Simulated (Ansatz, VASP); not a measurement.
**NaCl: VASP beside Ansatz**

```
CELL_PARAMETERS angstrom
0.00000 2.81000 2.81000
2.81000 0.00000 2.81000
2.81000 2.81000 0.00000
ATOMIC_POSITIONS crystal
Na 0.00000 0.00000 0.00000
Cl 0.50000 0.50000 0.50000
```

Alike in both runs: task single point; functional PBE; k mesh 8 × 8 × 8; occupations gaussian, width 0.02 eV; no spin polarisation.

|  | VASP | Ansatz |
| --- | --- | --- |
| version | VASP 6.6.1 | Ansatz 0.2.0 |
| potentials or method | VASP PAW PBE potentials, release 64 (Na_pv, Cl), cutoff 520 eV | scalar-relativistic, plane waves, PAW |
| valence electrons in the cell | 14 | 16 |

|  | VASP | Ansatz | Ansatz less VASP |
| --- | --- | --- | --- |
| gap on the k mesh at the Fermi level (eV) | 5.15 | 5.15 | 0.000 |
| least direct gap on the mesh (eV) | 5.15 | 5.15 | 0.000 |
| pressure (GPa) | 1.0 | 1.0 | +0.03 |

With one functional, cell and mesh, what is left measures potentials, basis and numerics. VASP's potentials hold 14 valence electrons a cell and Ansatz's 16, so a difference there can come from the potentials and not from the codes.
